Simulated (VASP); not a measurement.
# B8N7 (a cell with a defect) in VASP: single point with LDA

Aim: the single point of B8N7 (a cell with a defect) with LDA.

Program: VASP 6.6.1. These are calculated values, not measurements. Logs are shortened: lines on timing, memory, paths and dates and some standing lists are left out, and cuts for length are marked.

## (1) The cell of the first run

The cell holds a defect, 15 atoms: a = 5.041 Å, b = 5.042 Å, c = 5.042 Å, α = 75.53°, β = 60.00°, γ = 60.00°.

## (2) Single point, LDA (atom 14 moved -0.125 of the way to it and -0.500 Å across, host rigid)

Contents of INCAR:

```
SYSTEM = B8N7
ALGO = Normal
EDIFF = 1E-6
ENCUT = 520
ISIF = 2
ISMEAR = 0
LASPH = .TRUE.
LCHARG = .FALSE.
LREAL = Auto
LWAVE = .FALSE.
NBANDS = 42
NELECT = 56.0
NELM = 80
PREC = Accurate
SIGMA = 0.05
```

Contents of KPOINTS:

```
k-points
0
G
  6 6 6
  0 0 0
```

Contents of POSCAR:

```
B8N7
1.0
    0.0000000000      0.0000000000     -5.0414929705
   -4.3667508250      0.0000000000     -2.5207464853
    0.0000000000      4.3667508250     -2.5207464853
B N
8 7
Direct
    0.9240566984      0.8259433016      0.8259433016
    0.4240566984      0.8259433016      0.8259433016
    0.5000000000      0.6740566984      0.3259433016
    0.0000000000      0.6740566984      0.3259433016
    0.5000000000      0.3259433016      0.6740566984
    0.0000000000      0.3259433016      0.6740566984
    0.5759433016      0.1740566984      0.1740566984
    0.0759433016      0.1740566984      0.1740566984
    0.7500000000      0.1877092656      0.8122907344
    0.3122907344      0.6877092656      0.6877092656
    0.8122907344      0.6877092656      0.6877092656
    0.6877092656      0.3122907344      0.3122907344
    0.1877092656      0.3122907344      0.3122907344
    0.3309648649      0.6843985531      0.1536717171
    0.7500000000      0.8122907344      0.1877092656
```

Potentials or basis: VASP PAW LDA potentials, release 64 (B, N).

Launch:

```console
> cat potpaw_LDA.64/B/POTCAR potpaw_LDA.64/N/POTCAR > POTCAR
> mpirun -np 1 vasp_std > vasp.out
```

OUTCAR:

```text
SYSTEM = B8N7
   EDIFF = 1E-6
   ENCUT = 520
   ISIF = 2
   ISMEAR = 0
   LASPH = .TRUE.
   LREAL = Auto
   NELECT = 56.0
   NELM = 80
   PREC = Accurate

 ion  position               nearest neighbor table
   1  0.924  0.826  0.826-  10 1.52  11 1.52   9 1.58  15 1.58   7 2.15
   2  0.424  0.826  0.826-  11 1.52  10 1.52  14 1.56   8 2.15
   3  0.500  0.674  0.326-  14 1.47  15 1.52  10 1.58  12 1.58   5 2.15
   4  0.000  0.674  0.326-  14 1.47  15 1.52  11 1.58  13 1.58   6 2.15
   5  0.500  0.326  0.674-   9 1.52  10 1.58  12 1.58   3 2.15
   6  0.000  0.326  0.674-   9 1.52  11 1.58  13 1.58   4 2.15
   7  0.576  0.174  0.174-  13 1.52  12 1.52   9 1.58  15 1.58   1 2.15
   8  0.076  0.174  0.174-  12 1.52  13 1.52   2 2.15
   9  0.750  0.188  0.812-   5 1.52   6 1.52   1 1.58   7 1.58
  10  0.312  0.688  0.688-   1 1.52   2 1.52   3 1.58   5 1.58
  11  0.812  0.688  0.688-   2 1.52   1 1.52   4 1.58   6 1.58
  12  0.688  0.312  0.312-   8 1.52   7 1.52   3 1.58   5 1.58
  13  0.188  0.312  0.312-   7 1.52   8 1.52   4 1.58   6 1.58
  14  0.331  0.684  0.154-   4 1.47   3 1.47   2 1.56
  15  0.750  0.812  0.188-   3 1.52   4 1.52   1 1.58   7 1.58

  LATTYP: Found a body centered tetragonal cell.
 ALAT       =     6.1755182402
 C/A-ratio  =     0.8163675945

  Lattice vectors:

 A1 = (  -4.3667508250,   0.0000000000,   2.5207464852)
 A2 = (   4.3667508250,   0.0000000000,   2.5207464853)
 A3 = (   0.0000000000,   4.3667508250,  -2.5207464853)

Analysis of symmetry for initial positions (statically):
=====================================================================
 Subroutine PRICEL returns:
 Original cell was already a primitive cell.

 Routine SETGRP: Setting up the symmetry group for a
 body centered tetragonal supercell.

 Subroutine GETGRP returns: Found  2 space group operations
 (whereof  1 operations were pure point group operations)
 out of a pool of 16 trial point group operations.

The static configuration has the point symmetry C_1 .
 The point group associated with its full space group is C_1h.

Analysis of symmetry for dynamics (positions and initial velocities):
=====================================================================
 Subroutine PRICEL returns:
 Original cell was already a primitive cell.

 Routine SETGRP: Setting up the symmetry group for a
 body centered tetragonal supercell.

 Subroutine GETGRP returns: Found  2 space group operations
 (whereof  1 operations were pure point group operations)
 out of a pool of 16 trial point group operations.

The dynamic configuration has the point symmetry C_1 .
 The point group associated with its full space group is C_1h.

 Subroutine INISYM returns: Found  2 space group operations
 (whereof  1 operations are pure point group operations),
 and found     1 'primitive' translations

----------------------------------------------------------------------------------------

                                     Primitive cell

  volume of cell :      96.1338

  direct lattice vectors                    reciprocal lattice vectors
     0.000000000  0.000000000 -5.041492971     0.114501610 -0.114501610 -0.198353941
    -4.366750825  0.000000000 -2.520746485    -0.229003220  0.000000000  0.000000000
     0.000000000  4.366750825 -2.520746485     0.000000000  0.229003220  0.000000000

  length of vectors
     5.041492971  5.042090401  5.042090401     0.256057656  0.229003220  0.229003220

  position of ions in fractional coordinates (direct lattice)
     0.924056698  0.825943302  0.825943302
     0.424056698  0.825943302  0.825943302
     0.500000000  0.674056698  0.325943302
     1.000000000  0.674056698  0.325943302
     0.500000000  0.325943302  0.674056698
     1.000000000  0.325943302  0.674056698
     0.575943302  0.174056698  0.174056698
     0.075943302  0.174056698  0.174056698
     0.750000000  0.187709266  0.812290734
     0.312290734  0.687709266  0.687709266
     0.812290734  0.687709266  0.687709266
     0.687709266  0.312290734  0.312290734
     0.187709266  0.312290734  0.312290734
     0.330964865  0.684398553  0.153671717
     0.750000000  0.812290734  0.187709266

  ion indices of the primitive-cell ions
   primitive index   ion index
                 1           1
                 2           2
                 3           3
                 4           4
                 5           5
                 6           6
                 7           7
                 8           8
                 9           9
                10          10
                11          11
                12          12
                13          13
                14          14
                15          15

----------------------------------------------------------------------------------------

 KPOINTS: k-points

Automatic generation of k-mesh.
 Grid dimensions read from file:
 generate k-points for:    6    6    6

 Generating k-lattice:

  Cartesian coordinates                     Fractional coordinates (reciprocal lattice)
     0.019083602 -0.019083602 -0.033058990     0.166666667  0.000000000  0.000000000
    -0.038167203  0.000000000  0.000000000     0.000000000  0.166666667  0.000000000
     0.000000000  0.038167203  0.000000000     0.000000000  0.000000000  0.166666667

  Length of vectors
     0.042676276  0.038167203  0.038167203

  Shift w.r.t. Gamma in fractional coordinates (k-lattice)
     0.000000000  0.000000000  0.000000000

 Subroutine IBZKPT returns following result:
 ===========================================

 Found     68 irreducible k-points:

 Following reciprocal coordinates:
            Coordinates               Weight
  0.000000  0.000000  0.000000      1.000000
  0.166667  0.000000  0.000000      4.000000
  0.166667  0.166667  0.000000      4.000000
  0.333333  0.000000  0.000000      4.000000
  0.333333  0.333333  0.000000      4.000000
  0.500000  0.000000  0.000000      2.000000
[... 16 lines left out ...]
  0.166667  0.166667  0.333333      4.000000
  0.000000  0.333333  0.000000      2.000000
 [... further k-points ...]
   k-points           NKPTS =     68   k-points in BZ     NKDIM =     68   number of bands    NBANDS=     42
   number of dos      NEDOS =    301   number of ions     NIONS =     15
   total plane-waves  NPLWV =  64000
   dimension x,y,z NGX =    40 NGY =   40 NGZ =   40
   dimension x,y,z NGXF=    80 NGYF=   80 NGZF=   80
   ions per type =               8   7
   NGX,Y,Z   is equivalent  to a cutoff of  13.19, 13.19, 13.19 a.u.
   NGXF,Y,Z  is equivalent  to a cutoff of  26.38, 26.38, 26.38 a.u.
 SYSTEM =  B8N7
   PREC   = accura    normal or accurate (medium, high low for compatibility)
   ISTART =      0    job   : 0-new  1-cont  2-samecut
   ICHARG =      2    charge: 1-file 2-atom 10-const
   ISPIN  =      1    spin polarized calculation?
   LNONCOLLINEAR =      F non collinear calculations
   LSORBIT =      F    spin-orbit coupling
   LASPH  =      T    aspherical Exc in radial PAW
   ENCUT  =  520.0 eV  38.22 Ry    6.18 a.u.   9.37  9.37  9.37*2*pi/ulx,y,z
   NELM   =     80;   NELMIN=  2; NELMDL= -5     # of ELM steps
   EDIFF  = 0.1E-05   stopping-criterion for ELM
   LREAL  =      T    real-space projection
   EDIFFG = 0.1E-04   stopping-criterion for IOM
   NSW    =      0    number of steps for IOM
   IBRION =     -1    ionic relax: 0-MD 1-quasi-New 2-CG
   NFREE  =      0    steps in history (QN), initial steepest desc. (CG)
   ISIF   =      2    stress and relaxation
   ISYM   =      2    0-nonsym 1-usesym 2-fastsym
   POTIM  = 0.5000    time-step for ionic-motion
   TEBEG  =    0.0;   TEEND  =   0.0 temperature during run
   PSTRESS=    0.0 pullay stress
   NELECT =      56.0000    total number of electrons
   NUPDOWN=      -1.0000    fix difference up-down
   EMIN   =  10.00;   EMAX   =-10.00  energy-range for DOS
   EFERMI =   0.00;   METHOD = LEGACY
   ISMEAR =     0;   SIGMA  =   0.05  broadening in eV -4-tet -1-fermi 0-gaus
   EFERMI_NEDOS =   21; number of points for ismear=-14 and -15
   IALGO  =     38    algorithm
   IMIX   =      4    mixing-type and parameters
     AMIX     =   0.40;   BMIX     =  1.00
     AMIX_MAG =   1.60;   BMIX_MAG =  1.00
  volume/ion in A,a.u.               =       6.41        43.25
  Fermi-wavevector in a.u.,A,eV,Ry     =   1.367242  2.583713 25.434074  1.869352
  Thomas-Fermi vector in A             =   2.493312
   LORBIT       =      0    0 simple, 1 ext, 2 COOP (PROOUT), +10 PAW based schemes
   GGA     = CA    functional components
   LHFCALC =     F    Hartree Fock is set to
   AEXX    =    0.0000 exact exchange contribution
   IVDW    =     0    specifies the selected vdW correction
   LEPSILON=     F    determine dielectric tensor
   LRPA    =     F    only Hartree local field effects (RPA)
 non-spin polarized calculation
 Gauss-broadening in eV      SIGMA  =   0.05
  energy-cutoff  :      520.00
  volume of cell :       96.13
 maximum number of plane-waves:      2618
 NGX is ok and might be reduce to    40
   NGX = 19   NGY = 19   NGZ = 19

 number of electron      55.9999997 magnetization

 Free energy of the ion-electron system (eV)
  ---------------------------------------------------
  ext. energy  EPLUGINS =         0.00000000
  ---------------------------------------------------
  free energy    TOTEN  =      -155.36295691 eV

  energy without entropy =     -155.35960509  energy(sigma->0) =     -155.36128100

 E-fermi :   5.4833     XC(G=0): -12.3355

 val. band max:        5.4796499631   @ k =   0.1667   0.0000   0.0000
 cond. band min:       5.4869507368   @ k =   0.1667  -0.3333   0.3333
 fundamental gap:      0.0073007737
 Fermi energy:         5.4832668235

 k-point     1 :       0.0000    0.0000    0.0000
  band No.  band energies     occupation
      1     -13.3187      2.00000
      2      -9.6179      2.00000
      3      -9.6177      2.00000
      4      -9.3855      2.00000
      5      -8.8011      2.00000
      6      -8.3349      2.00000
[... 32 lines left out ...]
     39      15.0879      0.00000
     40      15.3413      0.00000

 k-point     2 :       0.1667    0.0000    0.0000
  band No.  band energies     occupation
      1     -13.1505      2.00000
      2     -10.0392      2.00000
      3      -9.7525      2.00000
      4      -9.4276      2.00000
      5      -8.6477      2.00000
      6      -8.4900      2.00000
[... 32 lines left out ...]
     39      15.4381      0.00000
     40      15.6007      0.00000

 k-point     3 :       0.1667    0.1667    0.0000
  band No.  band energies     occupation
      1     -13.1533      2.00000
      2     -10.0148      2.00000
      3      -9.7484      2.00000
      4      -9.3645      2.00000
      5      -8.8896      2.00000
      6      -8.3614      2.00000
[... 853 lines left out ...]
  band No.  band energies     occupation
      1     -12.8898      2.00000
      2     -10.6071      2.00000
      3     -10.0696      2.00000
      4      -9.3996      2.00000
      5      -8.6971      2.00000
      6      -8.2761      2.00000
[... 32 lines left out ...]
     39      15.5510      0.00000
     40      15.7855      0.00000

 k-point    24 :       0.0000    0.3333    0.0000
  band No.  band energies     occupation
      1     -12.8772      2.00000
      2     -10.8870      2.00000
      3      -9.7310      2.00000
      4      -9.1979      2.00000
      5      -8.8126      2.00000
      6      -8.2232      2.00000
[... 32 lines left out ...]
     39      15.6604      0.00000
     40      16.0431      0.00000

 [... further k-points ...]

 [bands above 40 left out]

------------------------ aborting loop because EDIFF is reached ----------------------------------------

  FORCE on cell =-STRESS in cart. coord.  units (eV):
  Direction    XX          YY          ZZ          XY          YZ          ZX
  --------------------------------------------------------------------------------------
  -------------------------------------------------------------------------------------
  Total      -35.4220745    -36.6057673    -34.0757411      0.5522983      0.0000000     -0.0000000
  in kB     -590.3486659   -610.0762366   -567.9105072      9.2046723      0.0000000     -0.0000000
  external PRESSURE =    -589.4451365 kB  Pullay stress =       0.0000000 kB

 VOLUME and BASIS-vectors are now :
 -----------------------------------------------------------------------------
  energy-cutoff  :      520.00
  volume of cell :       96.13
      direct lattice vectors                 reciprocal lattice vectors
     0.000000000  0.000000000 -5.041492971     0.114501610 -0.114501610 -0.198353941
    -4.366750825  0.000000000 -2.520746485    -0.229003220  0.000000000  0.000000000
     0.000000000  4.366750825 -2.520746485     0.000000000  0.229003220  0.000000000

 POSITION                                       TOTAL-FORCE (eV/Angst)
 -----------------------------------------------------------------------------------
     -3.60669      3.60669     -8.82261        -0.333885     -0.664510      0.000000
     -3.60669      3.60669     -6.30187         4.012574      1.058694      0.000000
     -2.94344      1.42331     -5.04149         0.387025     -0.086070     -1.429000
     -2.94344      1.42331     -2.52075         0.387025     -0.086070      1.429000
     -1.42331      2.94344     -5.04149        -1.461736     -1.055511     -3.386690
     -1.42331      2.94344     -2.52075        -1.461736     -1.055511      3.386690
     -0.76006      0.76006     -3.78112         0.652174     -0.517772      0.000000
     -0.76006      0.76006     -1.26037        -1.282613      1.755909     -0.000000
     -0.81968      3.54707     -6.30187         0.174526     -0.031483      0.000000
     -3.00306      3.00306     -5.04149        -0.574902      0.009378      1.007970
     -3.00306      3.00306     -7.56224        -0.574902      0.009378     -1.007970
     -1.36370      1.36370     -5.04149         3.665852     -0.111207     -0.989737
     -1.36370      1.36370     -2.52075         3.665852     -0.111207      0.989737
     -2.98860      0.67105     -3.78112        -7.364087      0.034927     -0.000000
     -3.54707      0.81968     -6.30187         0.108833      0.851055     -0.000000
 -----------------------------------------------------------------------------------
    total drift:                               -0.000367     -0.000438      0.000000

  FREE ENERGIE OF THE ION-ELECTRON SYSTEM (eV)
  ---------------------------------------------------
  free  energy   TOTEN  =      -155.3629569087 eV

  energy  without entropy=     -155.3596050885  energy(sigma->0) =     -155.36128100
```

Run time: 5.2 min. Hardware: 1 thread of Intel Xeon 6975P-C (Granite Rapids), shared host; peak memory 0.3 GiB.

What came out:

```yaml
Free_energy: -155.3630 eV
Largest_force: 7.364 eV/Å
```

Forces on the atoms (eV/Å):
```
B   -0.334 -0.665  0.000
B    4.013  1.059  0.000
B    0.387 -0.086 -1.429
B    0.387 -0.086  1.429
B   -1.462 -1.056 -3.387
B   -1.462 -1.056  3.387
B    0.652 -0.518  0.000
B   -1.283  1.756  0.000
N    0.175 -0.031  0.000
N   -0.575  0.009  1.008
N   -0.575  0.009 -1.008
N    3.666 -0.111 -0.990
N    3.666 -0.111  0.990
N   -7.364  0.035  0.000
N    0.109  0.851  0.000
```

Caveat: the cell carries a net charge on a neutralising background, which shifts energy and pressure; the cell differs from its parent crystal (atom 14 moved -0.125 of the way to it and -0.500 Å across, host rigid); the cell is charged against a uniform background, so pressure and absolute levels hang on convention.
